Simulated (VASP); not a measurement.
Input of a VASP 6.6.1 run:

Contents of INCAR:

```
PREC     = Accurate       # precision mode
ENCUT    = 600            # plane-wave cutoff, eV
EDIFF    = 1E-6           # SCF threshold, eV
ISMEAR   = 0              # smearing method
SIGMA    = 0.1            # smearing width, eV
LREAL    = False          # projectors in reciprocal space
LASPH    = True           # aspherical terms in the spheres
NELM     = 100            # most SCF steps
ALGO     = Normal         # electronic algorithm
ISIF     = 3              # what is computed and relaxed
LWAVE    = False          # write WAVECAR
LCHARG   = False          # write CHGCAR
GGA      = PE             # functional
IBRION   = 2              # ionic algorithm
NSW      = 100            # ionic steps
EDIFFG   = -0.01          # ionic threshold
```

File KPOINTS:

```
Automatic mesh
0
Gamma
  15 15 8
```

File POSCAR:

```
AgPbF2
1.0
    3.3819531325      0.0000000000      0.0000000000
   -1.6909765662      2.9288573271      0.0000000000
    0.0000000000      0.0000000000      7.2136364575
Ag Pb F
1 1 2
Direct
    0.0000000000      0.0000000000      0.0000000000
    0.0000000000      0.0000000000      0.5000000000
    0.3333333333      0.6666666667      0.7746369454
    0.6666666667      0.3333333333      0.2253630546
```

Potentials or basis: VASP PAW PBE potentials, release 64 (Ag, Pb_d, F).

The run is started by

```console
$ cat potpaw_PBE.64/Ag/POTCAR potpaw_PBE.64/Pb_d/POTCAR potpaw_PBE.64/F/POTCAR > POTCAR
$ mpirun -np 1 vasp_std > vasp.out
```

**Question.** What does it give for the relaxed cell?

**Answer.** a = 3.348 Å, b = 3.348 Å, c = 7.286 Å, α = 90.00°, β = 90.00°, γ = 120.00°.

**Question.** Estimate the relaxed volume.

**Answer.** 17.68 Å³/atom.

**Question.** Estimate the space group after relaxing (to 0.05 Å).

**Answer.** P-3m1 (No. 164).

Final structure:
```cif
data_structure
_symmetry_space_group_name_H-M 'P 1'
_symmetry_Int_Tables_number 1
_cell_length_a 3.3479
_cell_length_b 3.3479
_cell_length_c 7.2865
_cell_angle_alpha 90.000
_cell_angle_beta 90.000
_cell_angle_gamma 120.000
_cell_volume 70.73
loop_
_atom_site_label
_atom_site_type_symbol
_atom_site_fract_x
_atom_site_fract_y
_atom_site_fract_z
_atom_site_occupancy
Ag1 Ag 0.00000 0.00000 0.00000 1
Pb1 Pb 0.00000 0.00000 0.50000 1
F1 F 0.33333 0.66667 0.77635 1
F2 F 0.66667 0.33333 0.22365 1
```

Caveat: an odd number of electrons without spin polarisation forces a metal; a magnetic or distorted state may lie lower.
